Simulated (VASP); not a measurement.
## Ta2N: single point with PBE

Ta2N:

```
Ta N
1.0
     5.38698    0.00000    0.00000
    -2.69349    4.66526    0.00000
     0.00000    0.00000    4.82242
Ta N
6 3
Direct
  0.69059 0.69059 0.75285
  0.00000 0.30941 0.75285
  0.30941 0.00000 0.75285
  0.30941 0.30941 0.24715
  0.00000 0.69059 0.24715
  0.69059 0.00000 0.24715
  0.66667 0.33333 0.50000
  0.33333 0.66667 0.50000
  0.00000 0.00000 0.00000
```

This cell differs from its parent crystal: atoms shifted along a free coordinate, c/a of the conventional cell at fixed volume 0.8952.

| Quantity | Value |
| --- | --- |
| Program | VASP 6.6.1 |
| Task | single point |
| Functional | PBE |
| Potentials or basis | VASP PAW PBE potentials, release 64 (Ta_pv, N) |
| Cutoff | 520 eV |
| k mesh | 9 × 9 × 8 |
| Occupations | gaussian, width 0.15 eV |
| Spin | no spin polarisation |
| Dipole correction | no |
| Further INCAR settings | ALGO = Normal; EDIFF = 1e-06; NBANDS = 50 |

- Pressure: 6.5 GPa
- Largest force: 3.668 eV/Å
- Band gap on the k mesh: zero (an odd number of electrons rules out a gap without spin polarisation)

Forces in eV/Å, atoms in the order of the input:
```
Ta  -1.683 -2.914 -1.459
Ta  -1.683  2.914 -1.459
Ta   3.365  0.000 -1.459
Ta   1.683  2.914  1.459
Ta   1.683 -2.914  1.459
Ta  -3.365  0.000  1.459
N    0.000  0.000  0.000
N    0.000  0.000  0.000
N    0.000  0.000  0.000
```

Stress tensor (GPa, compression positive):
```
 3.46  0.00  0.00
 0.00  3.46  0.00
 0.00  0.00 12.67
```

Levels at points of the mesh, in eV from the Fermi level:
| k point | band 37 | band 38 | band 39 | band 40 | band 41 | band 42 | band 43 | band 44 | band 45 | band 46 |
| --- | --- | --- | --- | --- | --- | --- | --- | --- | --- | --- |
| (0.00, 0.00, 0.00) | -1.68 | -0.37 | -0.08 | -0.08 | -0.06 | 0.05 | 0.05 | 0.72 | 0.72 | 1.62 |
| (0.00, 0.00, 0.50) | -1.45 | -1.37 | -1.37 | -1.28 | -1.10 | 0.17 | 0.17 | 1.56 | 1.90 | 1.90 |

Run time: 15 min on 1 thread of Intel Xeon 8259CL, with other jobs on the host, peak memory 0.47 GiB.

Caveat: the cell stands under pressure; spin-orbit coupling is left out, which moves the levels of the heavy elements; forces of over 1 eV/Å act on the atoms, so gaps and moduli don't describe the material at rest.
